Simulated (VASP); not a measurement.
A run of VASP 6.6.1:

File INCAR:

```
  PREC = Accurate
  ENCUT = 520
  EDIFF = 1E-6
  ISMEAR = 0
  SIGMA = 0.1
  LREAL = False
  LASPH = True
  NELM = 80
  ALGO = Fast
  ISIF = 2
  LWAVE = False
  LCHARG = False
  GGA = PE
  NBANDS = 20
```

KPOINTS

```
regular mesh
0
Gamma
  12 12 12
```

File POSCAR:

```
MnHg
1.0
    3.2880000000      0.0000000000      0.0000000000
    0.0000000000      3.2880000000      0.0000000000
    0.0000000000      0.0000000000      3.3130000000
Mn Hg
1 1
Direct
    0.5000000000      0.5000000000      0.5000000000
    0.0000000000      0.0000000000      0.0000000000
```

Potentials or basis: VASP PAW PBE potentials, release 64 (Mn_pv, Hg).

Command:

```bash
$ cat potpaw_PBE.64/Mn_pv/POTCAR potpaw_PBE.64/Hg/POTCAR > POTCAR
$ mpirun -np 1 vasp_std > vasp.out
```

Hardware: 1 thread of Intel(R) Xeon(R) Platinum 8488C (Sapphire Rapids) (shared host).

Question: Estimate the wall time of this run.

Answer: It took 42 s on 1 thread of Intel(R) Xeon(R) Platinum 8488C (Sapphire Rapids) (shared host), peak memory 0.25 GiB. Counts: scf iterations 13, k points 196.
